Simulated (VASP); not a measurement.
Crystal: CdSe.

```
Cd Se
1.0
     4.30000    0.00000    0.00000
    -2.15000    3.72391    0.00000
     0.00000    0.00000    7.02000
Cd Se
2 2
Direct
  0.66667 0.33333 0.50000
  0.33333 0.66667 0.00000
  0.66667 0.33333 0.88500
  0.33333 0.66667 0.38500
```

Base run:

```yaml
Program: VASP 6.6.1
Functional: PBEsol
Potentials_or_basis: VASP PAW PBE potentials, release 64 (Cd, Se)
Cutoff: 520 eV
k_mesh: 5 × 5 × 3
Occupations: fermi-dirac, width 0.05 eV
Spin: no spin polarisation
```

Its results: band gap on the k mesh 0.58 eV; pressure 0.5 GPa; largest force 0.278 eV/Å.

Problem. The run is repeated on the same cell with these changes: functional from PBEsol to B3LYP5; k mesh from 5 × 5 × 3 to 4 × 4 × 2. What comes out?

Solution. Band gap on the k mesh 1.95 eV; pressure 4.6 GPa; largest force 0.324 eV/Å.

Several settings changed at once.

Caveats: some runs use coarse meshes; the PAW data sets were made with another functional, which shifts forces and pressure a little.

